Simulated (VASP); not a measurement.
# Ag (Fm-3m) in VASP: a series of runs

Aim: see how the results for Ag move with the level of theory and the settings. Levels: PBE, PBE exchange alone. Tasks: single point.

All numbers are computed with VASP 6.6.1; they aren't measurements. Logs are shortened: lines on timing, memory, paths and dates and some standing lists are left out, and cuts for length are marked.

### 1 The cell of the first run

Symmetry: Fm-3m, No. 225, cubic system. Conventional cell: a = 4.085 Å, b = 4.085 Å, c = 4.085 Å, α = 90.00°, β = 90.00°, γ = 90.00°. Within 3.8 Å of Ag (site symmetry m-3m) lie 12 Ag at 2.89 Å.

### 2 Single point, PBE

INCAR

```
SYSTEM = Ag
ALGO = Normal
EDIFF = 1E-6
ENCUT = 520
GGA = PE
ISIF = 2
ISMEAR = -1
LASPH = .True.
LCHARG = .True.
LELF = .True.
LREAL = .False.
LVHAR = .True.
LWAVE = .False.
NBANDS = 12
NELM = 100
PREC = Accurate
SIGMA = 0.05
```

KPOINTS

```
k-points
0
Gamma
  5 5 5
  0 0 0
```

POSCAR

```
Ag
1.0
    0.0000000000      2.0427500000      2.0427500000
    2.0427500000      0.0000000000      2.0427500000
    2.0427500000      2.0427500000      0.0000000000
Ag
1
Direct
    0.0000000000      0.0000000000      0.0000000000
```

Potentials or basis: VASP PAW PBE potentials, release 64 (Ag).

Started as:

```
$ cat potpaw_PBE.64/Ag/POTCAR > POTCAR
$ mpirun -np 1 vasp_std > vasp.out
```

OUTCAR:

```text
SYSTEM = Ag
   EDIFF = 1E-6
   ENCUT = 520
   GGA = PE
   ISIF = 2
   ISMEAR = -1
   LASPH = .True.
   LREAL = .False.
   NELM = 100
   PREC = Accurate

 ion  position               nearest neighbor table
   1  0.000  0.000  0.000-

  LATTYP: Found a face centered cubic cell.
 ALAT       =     4.0855000000

  Lattice vectors:

 A1 = (   0.0000000000,   2.0427500000,   2.0427500000)
 A2 = (   2.0427500000,   0.0000000000,   2.0427500000)
 A3 = (   2.0427500000,   2.0427500000,   0.0000000000)

Analysis of symmetry for initial positions (statically):
=====================================================================
 Subroutine PRICEL returns:
 Original cell was already a primitive cell.

 Routine SETGRP: Setting up the symmetry group for a
 face centered cubic supercell.

 Subroutine GETGRP returns: Found 48 space group operations
 (whereof 48 operations were pure point group operations)
 out of a pool of 48 trial point group operations.

The static configuration has the point symmetry O_h .

Analysis of symmetry for dynamics (positions and initial velocities):
=====================================================================
 Subroutine PRICEL returns:
 Original cell was already a primitive cell.

 Routine SETGRP: Setting up the symmetry group for a
 face centered cubic supercell.

 Subroutine GETGRP returns: Found 48 space group operations
 (whereof 48 operations were pure point group operations)
 out of a pool of 48 trial point group operations.

The dynamic configuration has the point symmetry O_h .

 Subroutine INISYM returns: Found 48 space group operations
 (whereof 48 operations are pure point group operations),
 and found     1 'primitive' translations

----------------------------------------------------------------------------------------

                                     Primitive cell

  volume of cell :      17.0481

  direct lattice vectors                    reciprocal lattice vectors
     0.000000000  2.042750000  2.042750000    -0.244768082  0.244768082  0.244768082
     2.042750000  0.000000000  2.042750000     0.244768082 -0.244768082  0.244768082
     2.042750000  2.042750000  0.000000000     0.244768082  0.244768082 -0.244768082

  length of vectors
     2.888884755  2.888884755  2.888884755     0.423950755  0.423950755  0.423950755

  position of ions in fractional coordinates (direct lattice)
     0.000000000  0.000000000  0.000000000

  ion indices of the primitive-cell ions
   primitive index   ion index
                 1           1

----------------------------------------------------------------------------------------

 KPOINTS: k-points

Automatic generation of k-mesh.
 Grid dimensions read from file:
 generate k-points for:    5    5    5

 Generating k-lattice:

  Cartesian coordinates                     Fractional coordinates (reciprocal lattice)
    -0.048953616  0.048953616  0.048953616     0.200000000  0.000000000  0.000000000
     0.048953616 -0.048953616  0.048953616     0.000000000  0.200000000  0.000000000
     0.048953616  0.048953616 -0.048953616     0.000000000  0.000000000  0.200000000

  Length of vectors
     0.084790151  0.084790151  0.084790151

  Shift w.r.t. Gamma in fractional coordinates (k-lattice)
     0.000000000  0.000000000  0.000000000

 Subroutine IBZKPT returns following result:
 ===========================================

 Found     10 irreducible k-points:

 Following reciprocal coordinates:
            Coordinates               Weight
  0.000000  0.000000  0.000000      1.000000
  0.200000  0.000000  0.000000      8.000000
  0.400000  0.000000  0.000000      8.000000
  0.200000  0.200000  0.000000      6.000000
  0.400000  0.200000  0.000000     24.000000
 -0.400000  0.200000  0.000000     24.000000
 -0.200000  0.200000  0.000000     12.000000
  0.400000  0.400000  0.000000      6.000000
 -0.400000  0.400000  0.000000     12.000000
 -0.400000  0.400000  0.200000     24.000000
   k-points           NKPTS =     10   k-points in BZ     NKDIM =     10   number of bands    NBANDS=     12
   number of dos      NEDOS =    301   number of ions     NIONS =      1
   total plane-waves  NPLWV =  13824
   dimension x,y,z NGX =    24 NGY =   24 NGZ =   24
   dimension x,y,z NGXF=    48 NGYF=   48 NGZF=   48
   ions per type =               1
   NGX,Y,Z   is equivalent  to a cutoff of  13.81, 13.81, 13.81 a.u.
   NGXF,Y,Z  is equivalent  to a cutoff of  27.62, 27.62, 27.62 a.u.
 SYSTEM =  Ag
   PREC   = accura    normal or accurate (medium, high low for compatibility)
   ISTART =      0    job   : 0-new  1-cont  2-samecut
   ICHARG =      2    charge: 1-file 2-atom 10-const
   ISPIN  =      1    spin polarized calculation?
   LNONCOLLINEAR =      F non collinear calculations
   LSORBIT =      F    spin-orbit coupling
   LASPH  =      T    aspherical Exc in radial PAW
   ENCUT  =  520.0 eV  38.22 Ry    6.18 a.u.   5.37  5.37  5.37*2*pi/ulx,y,z
   NELM   =    100;   NELMIN=  2; NELMDL= -5     # of ELM steps
   EDIFF  = 0.1E-05   stopping-criterion for ELM
   LREAL  =      F    real-space projection
   EDIFFG = 0.1E-04   stopping-criterion for IOM
   NSW    =      0    number of steps for IOM
   IBRION =     -1    ionic relax: 0-MD 1-quasi-New 2-CG
   NFREE  =      0    steps in history (QN), initial steepest desc. (CG)
   ISIF   =      2    stress and relaxation
   ISYM   =      2    0-nonsym 1-usesym 2-fastsym
   POTIM  = 0.5000    time-step for ionic-motion
   TEBEG  =    0.0;   TEEND  =   0.0 temperature during run
   PSTRESS=    0.0 pullay stress
   NELECT =      11.0000    total number of electrons
   NUPDOWN=      -1.0000    fix difference up-down
   EMIN   =  10.00;   EMAX   =-10.00  energy-range for DOS
   EFERMI =   0.00;   METHOD = LEGACY
   ISMEAR =    -1;   SIGMA  =   0.05  broadening in eV -4-tet -1-fermi 0-gaus
   EFERMI_NEDOS =   21; number of points for ismear=-14 and -15
   IALGO  =     38    algorithm
   IMIX   =      4    mixing-type and parameters
     AMIX     =   0.40;   BMIX     =  1.00
     AMIX_MAG =   1.60;   BMIX_MAG =  1.00
  volume/ion in A,a.u.               =      17.05       115.05
  Fermi-wavevector in a.u.,A,eV,Ry     =   1.414644  2.673290 27.228221  2.001218
  Thomas-Fermi vector in A             =   2.536165
   LORBIT       =      0    0 simple, 1 ext, 2 COOP (PROOUT), +10 PAW based schemes
   GGA     = PE    functional components
   LHFCALC =     F    Hartree Fock is set to
   AEXX    =    0.0000 exact exchange contribution
   IVDW    =     0    specifies the selected vdW correction
   LEPSILON=     F    determine dielectric tensor
   LRPA    =     F    only Hartree local field effects (RPA)
 non-spin polarized calculation
  energy-cutoff  :      520.00
  volume of cell :       17.05
 maximum number of plane-waves:       467
 NGX is ok and might be reduce to    24
   NGX = 11   NGY = 11   NGZ = 11

 number of electron      10.9999999 magnetization

 Free energy of the ion-electron system (eV)
  ---------------------------------------------------
  ext. energy  EPLUGINS =         0.00000000
  ---------------------------------------------------
  free energy    TOTEN  =        -2.82901443 eV

  energy without entropy =       -2.82575430  energy(sigma->0) =       -2.82738437

 E-fermi :   8.0794     XC(G=0): -12.2085

 val. band max:        8.0625478601   @ k =   0.4000   0.4000   0.0000
 cond. band min:      10.0243327134   @ k =  -0.4000   0.2000   0.0000
 fundamental gap:      1.9617848533
 Fermi energy:         8.0793714719

 k-point     1 :       0.0000    0.0000    0.0000
  band No.  band energies     occupation
      1       0.6643      2.00000
      2       3.6314      2.00000
      3       3.6314      2.00000
      4       3.6314      2.00000
      5       4.6648      2.00000
      6       4.6648      2.00000
      7      24.4576      0.00000
      8      28.0367      0.00000
      9      28.0367      0.00000
     10      28.0367      0.00000
     11      32.8452      0.00000
     12      33.9872      0.00000

 k-point     2 :       0.2000    0.0000    0.0000
  band No.  band energies     occupation
      1       1.7303      2.00000
      2       3.5788      2.00000
      3       3.8348      2.00000
      4       3.8348      2.00000
      5       4.6736      2.00000
      6       4.6736      2.00000
      7      21.5036      0.00000
      8      25.2771      0.00000
      9      28.2549      0.00000
     10      28.2549      0.00000
     11      31.1797      0.00000
     12      32.3183      0.00000

 k-point     3 :       0.4000    0.0000    0.0000
  band No.  band energies     occupation
      1       2.0970      2.00000
      2       3.6620      2.00000
      3       3.6620      2.00000
      4       5.3107      2.00000
      5       5.3107      2.00000
      6       6.5022      2.00000
      7      14.0861      0.00000
      8      23.9715      0.00000
      9      26.7398      0.00000
     10      26.7398      0.00000
     11      31.2730      0.00000
     12      31.2730      0.00000
[... 76 lines left out ...]
 k-point     9 :      -0.4000    0.4000    0.0000
  band No.  band energies     occupation
      1       2.2973      2.00000
      2       2.6076      2.00000
      3       4.6825      2.00000
      4       5.0484      2.00000
      5       5.4862      2.00000
      6      11.9042      0.00000
      7      14.8748      0.00000
      8      15.5889      0.00000
      9      20.4847      0.00000
     10      25.3729      0.00000
     11      30.6358      0.00000
     12      36.3571      0.00000

 k-point    10 :      -0.4000    0.4000    0.2000
  band No.  band energies     occupation
      1       2.8421      2.00000
      2       2.9864      2.00000
      3       3.6457      2.00000
      4       4.8002      2.00000
      5       5.4018      2.00000
      6      10.6666      0.00000
      7      16.2562      0.00000
      8      16.7342      0.00000
      9      18.9196      0.00000
     10      29.7047      0.00000
     11      30.0704      0.00000
     12      34.0750      0.00000

------------------------ aborting loop because EDIFF is reached ----------------------------------------

  FORCE on cell =-STRESS in cart. coord.  units (eV):
  Direction    XX          YY          ZZ          XY          YZ          ZX
  --------------------------------------------------------------------------------------
  -------------------------------------------------------------------------------------
  Total        0.3880229      0.3880229      0.3880229      0.0000000      0.0000000      0.0000000
  in kB       36.4663452     36.4663452     36.4663452      0.0000000      0.0000000      0.0000000
  external PRESSURE =      36.4663452 kB  Pullay stress =       0.0000000 kB

 VOLUME and BASIS-vectors are now :
 -----------------------------------------------------------------------------
  energy-cutoff  :      520.00
  volume of cell :       17.05
      direct lattice vectors                 reciprocal lattice vectors
     0.000000000  2.042750000  2.042750000    -0.244768082  0.244768082  0.244768082
     2.042750000  0.000000000  2.042750000     0.244768082 -0.244768082  0.244768082
     2.042750000  2.042750000  0.000000000     0.244768082  0.244768082 -0.244768082

 POSITION                                       TOTAL-FORCE (eV/Angst)
 -----------------------------------------------------------------------------------
      0.00000      0.00000      0.00000         0.000000      0.000000      0.000000
 -----------------------------------------------------------------------------------
    total drift:                                0.000000      0.000000     -0.000000

  FREE ENERGIE OF THE ION-ELECTRON SYSTEM (eV)
  ---------------------------------------------------
  free  energy   TOTEN  =        -2.8290144306 eV

  energy  without entropy=       -2.8257543029  energy(sigma->0) =       -2.82738437
```

Wall time 2.6 s (1 thread of Intel Xeon 6975P-C, shared host); peak memory 0.13 GiB.

Results:

| Quantity | Value |
| --- | --- |
| Free energy | -2.8290 eV |
| Pressure | 3.6 GPa |

Caveat: the k points lie up to 0.53 Å⁻¹ apart.

### 3 Single point, PBE exchange alone

This run uses another cell than the first one, of 16.03 Å³/atom, 0.940 times its volume.

INCAR

```
PREC = Accurate
ENCUT = 520
EDIFF = 1E-6
ISMEAR = -1
SIGMA = 0.05
LREAL = False
LASPH = True
NELM = 60
ALGO = Normal
ISIF = 2
LWAVE = False
LCHARG = True
GGA = PE
ALDAC = 0.0
AGGAC = 0.0
LELF = True
LVHAR = True
NBANDS = 12
```

KPOINTS

```
regular mesh
0
Gamma
  11 11 11
```

POSCAR

```
Ag
1.0
    0.0000000000      2.0010495236      2.0010495236
    2.0010495236      0.0000000000      2.0010495236
    2.0010495236      2.0010495236      0.0000000000
Ag
1
Direct
    0.0000000000      0.0000000000      0.0000000000
```

Potentials or basis: VASP PAW PBE potentials, release 64 (Ag).

Started as:

```
$ cat potpaw_PBE.64/Ag/POTCAR > POTCAR
$ mpirun -np 1 vasp_std > vasp.out
```

It took 5.7 s on 1 thread of Intel Xeon 6975P-C, shared host; peak memory 0.14 GiB.

The run converged. Its results:

```
Free energy : -0.9863 eV
Pressure    : 33.9 GPa
```

Levels at points of the mesh, in eV from the Fermi level:
```csv
k point,band 2,band 3,band 4,band 5,band 6,band 7,band 8,band 9,band 10,band 11
"(0.00, 0.00, 0.00)",-5.38,-5.38,-5.38,-4.23,-4.23,16.07,19.83,19.83,19.83,25.23
```
